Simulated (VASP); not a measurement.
# Mn (Pm-3m) in VASP: a series of runs

The runs below take Mn through single point, with BLYP.

Program: VASP 6.6.1. These are calculated values, not measurements. Logs are shortened: lines on timing, memory, paths and dates and some standing lists are left out, and cuts for length are marked.

**1. The cell of the first run**

Symmetry: Pm-3m, No. 221, cubic system. The conventional cell has a = 2.218 Å, b = 2.218 Å, c = 2.218 Å, α = 90.00°, β = 90.00°, γ = 90.00°. Within 2.9 Å of Mn (site symmetry m-3m) lie 6 Mn at 2.22 Å.

**2. Single point, BLYP (volume scaled by 0.88)**

INCAR

```
SYSTEM = Mn
  PREC = Accurate
  ENCUT = 520
  EDIFF = 1E-6
  ISMEAR = -1
  SIGMA = 0.1
  LREAL = .FALSE.
  LASPH = .TRUE.
  NELM = 60
  ALGO = Normal
  ISIF = 2
  LWAVE = .FALSE.
  LCHARG = .FALSE.
  GGA = B5
  ALDAX = 1.0
  AGGAX = 1.0
  AGGAC = 1.0
  ALDAC = 0.0
  NBANDS = 12
```

KPOINTS

```
Automatic mesh
0
G
  15 15 15
  0 0 0
```

POSCAR

```
Mn
1.0
    2.2182740763      0.0000000000      0.0000000000
    0.0000000000      2.2182740763      0.0000000000
    0.0000000000      0.0000000000      2.2182740763
Mn
1
Direct
    0.0000000000      0.0000000000      0.0000000000
```

Potentials or basis: VASP PAW PBE potentials, release 64 (Mn_pv).

Command:

```sh
cat potpaw_PBE.64/Mn_pv/POTCAR > POTCAR
mpirun -np 1 vasp_std > vasp.out
```

OUTCAR:

```text
SYSTEM = Mn
   PREC = Accurate
   ENCUT = 520
   EDIFF = 1E-6
   ISMEAR = -1
   LREAL = .FALSE.
   LASPH = .TRUE.
   NELM = 60
   ISIF = 2
   GGA = B5

 ion  position               nearest neighbor table
   1  0.000  0.000  0.000-

  LATTYP: Found a simple cubic cell.
 ALAT       =     2.2182740763

  Lattice vectors:

 A1 = (   2.2182740763,   0.0000000000,   0.0000000000)
 A2 = (   0.0000000000,   2.2182740763,   0.0000000000)
 A3 = (   0.0000000000,   0.0000000000,   2.2182740763)

Analysis of symmetry for initial positions (statically):
=====================================================================
 Subroutine PRICEL returns:
 Original cell was already a primitive cell.

 Routine SETGRP: Setting up the symmetry group for a
 simple cubic supercell.

 Subroutine GETGRP returns: Found 48 space group operations
 (whereof 48 operations were pure point group operations)
 out of a pool of 48 trial point group operations.

The static configuration has the point symmetry O_h .

Analysis of symmetry for dynamics (positions and initial velocities):
=====================================================================
 Subroutine PRICEL returns:
 Original cell was already a primitive cell.

 Routine SETGRP: Setting up the symmetry group for a
 simple cubic supercell.

 Subroutine GETGRP returns: Found 48 space group operations
 (whereof 48 operations were pure point group operations)
 out of a pool of 48 trial point group operations.

The dynamic configuration has the point symmetry O_h .

 Subroutine INISYM returns: Found 48 space group operations
 (whereof 48 operations are pure point group operations),
 and found     1 'primitive' translations

----------------------------------------------------------------------------------------

                                     Primitive cell

  volume of cell :      10.9155

  direct lattice vectors                    reciprocal lattice vectors
     2.218274076  0.000000000  0.000000000     0.450800923  0.000000000  0.000000000
     0.000000000  2.218274076  0.000000000     0.000000000  0.450800923  0.000000000
     0.000000000  0.000000000  2.218274076     0.000000000  0.000000000  0.450800923

  length of vectors
     2.218274076  2.218274076  2.218274076     0.450800923  0.450800923  0.450800923

  position of ions in fractional coordinates (direct lattice)
     0.000000000  0.000000000  0.000000000

  ion indices of the primitive-cell ions
   primitive index   ion index
                 1           1

----------------------------------------------------------------------------------------

 KPOINTS: Automatic mesh

Automatic generation of k-mesh.
 Grid dimensions read from file:
 generate k-points for:   15   15   15

 Generating k-lattice:

  Cartesian coordinates                     Fractional coordinates (reciprocal lattice)
     0.030053395  0.000000000  0.000000000     0.066666667  0.000000000  0.000000000
     0.000000000  0.030053395  0.000000000     0.000000000  0.066666667  0.000000000
     0.000000000  0.000000000  0.030053395     0.000000000  0.000000000  0.066666667

  Length of vectors
     0.030053395  0.030053395  0.030053395

  Shift w.r.t. Gamma in fractional coordinates (k-lattice)
     0.000000000  0.000000000  0.000000000

 Subroutine IBZKPT returns following result:
 ===========================================

 Found    120 irreducible k-points:

 Following reciprocal coordinates:
            Coordinates               Weight
  0.000000  0.000000  0.000000      1.000000
  0.066667  0.000000  0.000000      6.000000
  0.133333  0.000000  0.000000      6.000000
  0.200000  0.000000  0.000000      6.000000
  0.266667  0.000000  0.000000      6.000000
  0.333333  0.000000  0.000000      6.000000
[... 16 lines left out ...]
  0.266667  0.200000  0.000000     24.000000
  0.333333  0.200000  0.000000     24.000000
 [... further k-points ...]
   k-points           NKPTS =    120   k-points in BZ     NKDIM =    120   number of bands    NBANDS=     12
   number of dos      NEDOS =    301   number of ions     NIONS =      1
   total plane-waves  NPLWV =   4096
   dimension x,y,z NGX =    16 NGY =   16 NGZ =   16
   dimension x,y,z NGXF=    32 NGYF=   32 NGZF=   32
   ions per type =               1
   NGX,Y,Z   is equivalent  to a cutoff of  11.99, 11.99, 11.99 a.u.
   NGXF,Y,Z  is equivalent  to a cutoff of  23.98, 23.98, 23.98 a.u.
 SYSTEM =  Mn
   PREC   = accura    normal or accurate (medium, high low for compatibility)
   ISTART =      0    job   : 0-new  1-cont  2-samecut
   ICHARG =      2    charge: 1-file 2-atom 10-const
   ISPIN  =      1    spin polarized calculation?
   LNONCOLLINEAR =      F non collinear calculations
   LSORBIT =      F    spin-orbit coupling
   LASPH  =      T    aspherical Exc in radial PAW
   ENCUT  =  520.0 eV  38.22 Ry    6.18 a.u.   4.12  4.12  4.12*2*pi/ulx,y,z
   NELM   =     60;   NELMIN=  2; NELMDL= -5     # of ELM steps
   EDIFF  = 0.1E-05   stopping-criterion for ELM
   LREAL  =      F    real-space projection
   EDIFFG = 0.1E-04   stopping-criterion for IOM
   NSW    =      0    number of steps for IOM
   IBRION =     -1    ionic relax: 0-MD 1-quasi-New 2-CG
   NFREE  =      0    steps in history (QN), initial steepest desc. (CG)
   ISIF   =      2    stress and relaxation
   ISYM   =      2    0-nonsym 1-usesym 2-fastsym
   POTIM  = 0.5000    time-step for ionic-motion
   TEBEG  =    0.0;   TEEND  =   0.0 temperature during run
   PSTRESS=    0.0 pullay stress
   NELECT =      13.0000    total number of electrons
   NUPDOWN=      -1.0000    fix difference up-down
   EMIN   =  10.00;   EMAX   =-10.00  energy-range for DOS
   EFERMI =   0.00;   METHOD = LEGACY
   ISMEAR =    -1;   SIGMA  =   0.10  broadening in eV -4-tet -1-fermi 0-gaus
   EFERMI_NEDOS =   21; number of points for ismear=-14 and -15
   IALGO  =     38    algorithm
   IMIX   =      4    mixing-type and parameters
     AMIX     =   0.40;   BMIX     =  1.00
     AMIX_MAG =   1.60;   BMIX_MAG =  1.00
  volume/ion in A,a.u.               =      10.92        73.66
  Fermi-wavevector in a.u.,A,eV,Ry     =   1.735298  3.279238 40.970670  3.011259
  Thomas-Fermi vector in A             =   2.808930
   LORBIT       =      0    0 simple, 1 ext, 2 COOP (PROOUT), +10 PAW based schemes
   GGA     = B5    functional components
[... 42 lines left out ...]

 k-point     2 :       0.0667    0.0000    0.0000
  band No.  band energies     occupation
      1     -36.4124      2.00000
      2     -36.3565      2.00000
      3     -36.3565      2.00000
      4       3.1372      2.00000
      5       7.0393      2.00000
      6       7.1208      2.00000
      7      12.9202      0.00000
      8      12.9202      0.00000
      9      13.0311      0.00000
     10      31.3168      0.00000
     11      33.0216      0.00000
     12      33.0216      0.00000

 k-point     3 :       0.1333    0.0000    0.0000
  band No.  band energies     occupation
      1     -36.5568      2.00000
      2     -36.3440      2.00000
      3     -36.3440      2.00000
      4       3.5883      2.00000
      5       7.1316      2.00000
      6       7.4537      2.00000
      7      12.6376      0.00000
      8      12.6376      0.00000
      9      13.0537      0.00000
     10      28.6648      0.00000
     11      33.7047      0.00000
     12      33.7047      0.00000

 k-point     4 :       0.2000    0.0000    0.0000
  band No.  band energies     occupation
      1     -36.7668      2.00000
      2     -36.3257      2.00000
      3     -36.3257      2.00000
      4       4.2798      2.00000
      5       7.2704      2.00000
      6       7.9767      2.00000
      7      12.2409      0.00004
      8      12.2409      0.00004
      9      13.0871      0.00000
     10      25.9552      0.00000
     11      34.7722      0.00000
     12      34.7722      0.00000

 k-point     5 :       0.2667    0.0000    0.0000
  band No.  band energies     occupation
      1     -37.0039      2.00000
      2     -36.3045      2.00000
      3     -36.3045      2.00000
      4       5.1284      2.00000
      5       7.4339      2.00000
      6       8.6327      2.00000
      7      11.8105      0.00302
      8      11.8105      0.00302
      9      13.1258      0.00000
     10      23.4571      0.00000
     11      36.1143      0.00000
     12      36.1482      0.00000

 k-point     6 :       0.3333    0.0000    0.0000
  band No.  band energies     occupation
      1     -37.2270      2.00000
      2     -36.2843      2.00000
      3     -36.2843      2.00000
      4       6.0217      2.00000
      5       7.5948      2.00000
      6       9.3289      2.00000
      7      11.4205      0.13883
      8      11.4205      0.13882
      9      13.1629      0.00000
     10      21.3066      0.00000
     11      35.3910      0.00000
     12      37.7599      0.00000

 k-point     7 :       0.4000    0.0000    0.0000
  band No.  band energies     occupation
      1     -37.3988      2.00000
      2     -36.2684      2.00000
      3     -36.2684      2.00000
      4       6.8064      2.00000
      5       7.7238      2.00000
      6       9.9370      1.99999
      7      11.1287      1.15980
      8      11.1287      1.15975
      9      13.1920      0.00000
     10      19.6562      0.00000
     11      34.8340      0.00000
     12      39.5343      0.00000

 k-point     8 :       0.4667    0.0000    0.0000
  band No.  band energies     occupation
      1     -37.4920      2.00000
      2     -36.2597      2.00000
      3     -36.2597      2.00000
      4       7.2838      2.00000
      5       7.7957      2.00000
      6      10.3053      1.99962
      7      10.9733      1.73426
      8      10.9733      1.73424
      9      13.2080      0.00000
     10      18.7243      0.00000
     11      34.5312      0.00000
     12      39.5423      0.00000
[... 166 lines left out ...]
 k-point    20 :       0.4000    0.1333    0.0000
  band No.  band energies     occupation
      1     -37.3722      2.00000
      2     -36.4534      2.00000
      3     -36.2524      2.00000
      4       7.1695      2.00000
      5       8.1061      2.00000
      6       9.0852      2.00000
      7      11.1960      0.82654
      8      12.1684      0.00008
      9      12.8591      0.00000
     10      19.8865      0.00000
     11      32.6744      0.00000
     12      37.1404      0.00000

 k-point    21 :       0.4667    0.1333    0.0000
  band No.  band energies     occupation
      1     -37.4645      2.00000
      2     -36.4438      2.00000
      3     -36.2438      2.00000
      4       7.6629      2.00000
      5       8.3191      2.00000
      6       8.7545      2.00000
      7      11.0438      1.52670
      8      12.7320      0.00000
      9      12.8788      0.00000
     10      18.7569      0.00000
     11      33.1129      0.00000
     12      37.5980      0.00000

 k-point    22 :       0.2000    0.2000    0.0000
  band No.  band energies     occupation
      1     -36.7405      2.00000
      2     -36.7058      2.00000
      3     -36.2912      2.00000
      4       5.4053      2.00000
      5       7.8280      2.00000
      6       8.6366      2.00000
      7      11.5543      0.03838
      8      12.2491      0.00004
      9      12.4374      0.00001
     10      26.4206      0.00000
     11      28.1686      0.00000
     12      36.6503      0.00000

 k-point    23 :       0.2667    0.2000    0.0000
  band No.  band energies     occupation
      1     -36.9569      2.00000
      2     -36.6957      2.00000
      3     -36.2705      2.00000
      4       6.0664      2.00000
      5       7.9953      2.00000
      6       9.1726      2.00000
      7      11.4373      0.11858
      8      11.9119      0.00109
      9      12.4229      0.00001
     10      24.3631      0.00000
     11      28.5420      0.00000
     12      37.6175      0.00000

 k-point    24 :       0.3333    0.2000    0.0000
  band No.  band energies     occupation
      1     -37.1749      2.00000
      2     -36.6714      2.00000
      3     -36.2506      2.00000
      4       6.7093      2.00000
      5       8.0924      2.00000
      6       9.4532      2.00000
      7      11.5474      0.04108
      8      11.8904      0.00136
      9      12.4704      0.00000
     10      22.0995      0.00000
     11      29.4826      0.00000
     12      37.0848      0.00000

 [... further k-points ...]
[... 5 lines left out ...]
  --------------------------------------------------------------------------------------
  -------------------------------------------------------------------------------------
  Total        2.2129376      2.2129376      2.2129376      0.0000000      0.0000000      0.0000000
  in kB      324.8135565    324.8135565    324.8135565      0.0000000      0.0000000      0.0000000
  external PRESSURE =     324.8135565 kB  Pullay stress =       0.0000000 kB

 VOLUME and BASIS-vectors are now :
 -----------------------------------------------------------------------------
  energy-cutoff  :      520.00
  volume of cell :       10.92
      direct lattice vectors                 reciprocal lattice vectors
     2.218274076  0.000000000  0.000000000     0.450800923  0.000000000  0.000000000
     0.000000000  2.218274076  0.000000000     0.000000000  0.450800923  0.000000000
     0.000000000  0.000000000  2.218274076     0.000000000  0.000000000  0.450800923

 POSITION                                       TOTAL-FORCE (eV/Angst)
 -----------------------------------------------------------------------------------
      0.00000      0.00000      0.00000         0.000000      0.000000      0.000000
 -----------------------------------------------------------------------------------
    total drift:                                0.000000      0.000000      0.000000

  FREE ENERGIE OF THE ION-ELECTRON SYSTEM (eV)
  ---------------------------------------------------
  free  energy   TOTEN  =        -6.9666100941 eV

  energy  without entropy=       -6.9116640964  energy(sigma->0) =       -6.93913710
```

Run time: 26 s. Hardware: 1 thread of AMD EPYC 7R13, shared host; peak memory 0.09 GiB.

What came out:

```
Free energy : -6.9666 eV
Pressure    : 32.5 GPa
```

Caveat: the cell differs from its parent crystal (volume scaled by 0.88); the PAW data sets were made with another functional, which shifts forces and pressure a little; the run has no spin polarisation, though such a crystal can be magnetic. Spin polarisation is off, so any magnetic state and its effect on volume and gap are missing.

**3. Single point, BLYP (volume scaled by 0.96)**

INCAR

```
PREC = Accurate ; ENCUT = 520
EDIFF = 1E-6 ; ISMEAR = -1
SIGMA = 0.1 ; LREAL = F
LASPH = T ; NELM = 100
ALGO = Normal ; ISIF = 2
LWAVE = F ; LCHARG = F
GGA = B5 ; ALDAX = 1.0
AGGAX = 1.0 ; AGGAC = 1.0
ALDAC = 0.0 ; NBANDS = 12
```

KPOINTS

```
Automatic mesh
0
Gamma
  15 15 15
```

POSCAR

```
Mn
1.0
    2.2835545514      0.0000000000      0.0000000000
    0.0000000000      2.2835545514      0.0000000000
    0.0000000000      0.0000000000      2.2835545514
Mn
1
Direct
    0.0000000000      0.0000000000      0.0000000000
```

Potentials or basis: VASP PAW PBE potentials, release 64 (Mn_pv).

Command:

```sh
cat potpaw_PBE.64/Mn_pv/POTCAR > POTCAR
mpirun -np 1 vasp_std > vasp.out
```

Wall time 33 s (1 thread of AMD EPYC 7R13, shared host); peak memory 0.1 GiB.

Results (log left out):

| Item | Value |
| --- | --- |
| Free energy | -7.0890 eV |
| Pressure | 8.7 GPa |

Levels at points of the mesh, in eV from the Fermi level:
```csv
k point,band 2,band 3,band 4,band 5,band 6,band 7,band 8,band 9,band 10,band 11
"(0.00, 0.00, 0.00)",-47.55,-47.55,-7.78,-3.71,-3.71,1.65,1.65,1.65,20.48,20.48
```

Caveat: the cell differs from its parent crystal (volume scaled by 0.96); the PAW data sets were made with another functional, which shifts forces and pressure a little; the run has no spin polarisation, though such a crystal can be magnetic. Spin polarisation is off, so any magnetic state and its effect on volume and gap are missing.

**4. Single point, BLYP**

This run uses another cell than the first one, of 12.40 Å³/atom, 1.136 times its volume.

INCAR

```
PREC = Accurate
ENCUT = 520
EDIFF = 1E-6
ISMEAR = -1
SIGMA = 0.1
LREAL = False
LASPH = True
NELM = 60
ALGO = Normal
ISIF = 2
LWAVE = False
LCHARG = True
GGA = B5
ALDAX = 1.0
AGGAX = 1.0
AGGAC = 1.0
ALDAC = 0.0
LELF = True
LVHAR = True
NBANDS = 12
```

KPOINTS is that of step 3.

POSCAR

```
Mn
1.0
    2.3148400082      0.0000000000      0.0000000000
    0.0000000000      2.3148400082      0.0000000000
    0.0000000000      0.0000000000      2.3148400082
Mn
1
Direct
    0.0000000000      0.0000000000      0.0000000000
```

Command:

```sh
cat potpaw_PBE.64/Mn_pv/POTCAR > POTCAR
mpirun -np 1 vasp_std > vasp.out
```

It took 36 s on 1 thread of AMD EPYC 7R13, shared host; peak memory 0.1 GiB.

Results (log left out):

```
Free energy : -7.1023 eV
Pressure    : 0.3 GPa
```

Levels at points of the mesh, in eV from the Fermi level:
```tsv
k point	band 3	band 4	band 5	band 6	band 7	band 8	band 9	band 10
(0.00, 0.00, 0.00)	-47.56	-7.59	-3.52	-3.52	1.55	1.55	1.55	19.96
```

Caveat: the PAW data sets were made with another functional, which shifts forces and pressure a little; the run has no spin polarisation, though such a crystal can be magnetic.

**5. Single point, BLYP (volume scaled by 1.04)**

INCAR

```
PREC = Accurate ; ENCUT = 520
EDIFF = 1E-6 ; ISMEAR = -1
SIGMA = 0.1 ; LREAL = False
LASPH = True ; NELM = 60
ALGO = Normal ; ISIF = 2
LWAVE = False ; LCHARG = False
GGA = B5 ; ALDAX = 1.0
AGGAX = 1.0 ; AGGAC = 1.0
ALDAC = 0.0 ; NBANDS = 12
```

KPOINTS is that of step 4.

POSCAR

```
Mn
1.0
    2.3453019227      0.0000000000      0.0000000000
    0.0000000000      2.3453019227      0.0000000000
    0.0000000000      0.0000000000      2.3453019227
Mn
1
Direct
    0.0000000000      0.0000000000      0.0000000000
```

Command:

```sh
cat potpaw_PBE.64/Mn_pv/POTCAR > POTCAR
mpirun -np 1 vasp_std > vasp.out
```

It took 28 s on 1 thread of AMD EPYC 7R13, shared host; peak memory 0.1 GiB.

It converged, with:

| Property | Result |
| --- | --- |
| Free energy | -7.0921 eV |
| Pressure | -6.5 GPa |

Levels at points of the mesh, in eV from the Fermi level:
```
           k point  band 3  band 4  band 5  band 6  band 7  band 8  band 9  band 10
(0.00, 0.00, 0.00)  -47.57   -7.41   -3.34   -3.34    1.47    1.47    1.47    19.47
```

Caveat: the cell differs from its parent crystal (volume scaled by 1.04); the PAW data sets were made with another functional, which shifts forces and pressure a little; the run has no spin polarisation, though such a crystal can be magnetic. Spin polarisation is off, so any magnetic state and its effect on volume and gap are missing.

**6. Single point, BLYP (volume scaled by 1.12)**

INCAR

```
SYSTEM = Mn
AGGAC = 1.0
AGGAX = 1.0
ALDAC = 0.0
ALDAX = 1.0
ALGO = Normal
EDIFF = 1E-6
ENCUT = 520
GGA = B5
ISIF = 2
ISMEAR = -1
LASPH = .TRUE.
LCHARG = .FALSE.
LREAL = .FALSE.
LWAVE = .FALSE.
NBANDS = 12
NELM = 60
PREC = Accurate
SIGMA = 0.1
```

KPOINTS

```
k-points
0
G
  15 15 15
  0 0 0
```

POSCAR

```
Mn
1.0
    2.4039586179      0.0000000000      0.0000000000
    0.0000000000      2.4039586179      0.0000000000
    0.0000000000      0.0000000000      2.4039586179
Mn
1
Direct
    0.0000000000      0.0000000000      0.0000000000
```

Potentials or basis: VASP PAW PBE potentials, release 64 (Mn_pv).

Command:

```sh
cat potpaw_PBE.64/Mn_pv/POTCAR > POTCAR
mpirun -np 1 vasp_std > vasp.out
```

Wall time 34 s (1 thread of AMD EPYC 7R13, shared host); peak memory 0.1 GiB.

Results (log left out):

```yaml
Free_energy: -7.0186 eV
Pressure: -16.4 GPa
```

Levels at points of the mesh, in eV from the Fermi level:
```csv
k point,band 3,band 4,band 5,band 6,band 7,band 8,band 9,band 10
"(0.00, 0.00, 0.00)",-47.58,-7.06,-3.03,-3.03,1.32,1.32,1.32,18.58
```

Caveat: the cell differs from its parent crystal (volume scaled by 1.12); the PAW data sets were made with another functional, which shifts forces and pressure a little; the run has no spin polarisation, though such a crystal can be magnetic. Spin polarisation is off, so any magnetic state and its effect on volume and gap are missing.

**7. Overview**

| cell | gap on the mesh (eV) | pressure (GPa) |
| --- | --- | --- |
| a = 2.218 Å, 1 atom | none | 32.5 |
| a = 2.284 Å, 1 atom | none | 8.7 |
| a = 2.315 Å, 1 atom | none | 0.3 |
| a = 2.345 Å, 1 atom | none | -6.5 |
| a = 2.404 Å, 1 atom | none | -16.4 |

Alike in all rows: task single point; level BLYP; potentials or basis VASP PAW PBE potentials, release 64 (Mn_pv); no spin polarisation; k mesh 15 × 15 × 15; cutoff (eV) 520; smearing fermi-dirac 0.1 eV.

Caveats: the PAW data sets were made with another functional, which shifts forces and pressure a little; the run has no spin polarisation, though such a crystal can be magnetic.

Total energies depend on the potentials used, so only differences within one code and one set of settings carry meaning.
